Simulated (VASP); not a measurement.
Ti4Al, 20 atoms in the cell. The cell holds an amorphous packing of atoms, 20 atoms: a = 7.404 Å, b = 7.090 Å, c = 7.031 Å, α = 90.81°, β = 92.14°, γ = 89.83°. 

| Item | Value |
| --- | --- |
| Program | VASP 6.6.1 |
| Task | single point |
| Functional | PBE |
| Potentials or basis | VASP PAW PBE potentials, release 64 (Ti_sv, Al) |
| Cutoff | 520 eV |
| k mesh | 1 × 1 × 1, shifted |
| Occupations | fermi-dirac, width 0.1568 eV |
| Spin | no spin polarisation |
| Dipole correction | no |
| Further INCAR settings | LREAL = Auto; ALGO = Normal; EDIFF = 1e-06; NBANDS = 118; ISYM = 0 |

Potentials or basis: VASP PAW PBE potentials, release 64 (Ti_sv, Al).

Launch:

```bash
$ cat potpaw_PBE.64/Ti_sv/POTCAR potpaw_PBE.64/Al/POTCAR > POTCAR
$ mpirun -np 1 vasp_std > vasp.out
```

Hardware: 1 thread of Intel(R) Xeon(R) 6975P-C (Granite Rapids) (shared host).

Question: How long does it take, and how much memory?

Answer: It took 93 s on 1 thread of Intel(R) Xeon(R) 6975P-C (Granite Rapids), on a shared host, peak memory 0.37 GiB. Counts: scf iterations 25, k points 1.
